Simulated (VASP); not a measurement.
TiC, 2 atoms in the cell. Symmetry: I4/mmm, No. 139, tetragonal system. The conventional cell has a = 3.030 Å, b = 3.030 Å, c = 4.328 Å, α = 90.00°, β = 90.00°, γ = 90.00°. Ti (site symmetry 4/mmm) has 6 C at 2.14 to 2.16 Å within 2.8 Å. Within 2.8 Å of C (site symmetry 4/mmm) lie 6 Ti at 2.14 to 2.16 Å.  This cell differs from its parent crystal: x and y stretched by -1 %, z held.

```yaml
Program: VASP 6.6.1
Task: electric field gradients
Functional: PBE
Potentials_or_basis: VASP PAW PBE potentials, release 64 (Ti_sv, C)
Cutoff: 520 eV
k_mesh: 16 × 16 × 16
Occupations: fermi-dirac, width 0.03 eV
Spin: no spin polarisation
Dipole_correction: no
Further_INCAR_settings: ALGO = Normal; EDIFF = 1e-08; NBANDS = 15
```

Potentials or basis: VASP PAW PBE potentials, release 64 (Ti_sv, C).

Command:

```sh
$ cat potpaw_PBE.64/Ti_sv/POTCAR potpaw_PBE.64/C/POTCAR > POTCAR
$ mpirun -np 1 vasp_std > vasp.out
```

Hardware: 1 thread of Intel(R) Xeon(R) 6975P-C (Granite Rapids), on a shared host.

Estimate the wall time of this run.

Run time: 56 s on 1 thread of Intel(R) Xeon(R) 6975P-C (Granite Rapids), on a shared host, peak memory 0.21 GiB. Counts: scf iterations 16, k points 349.
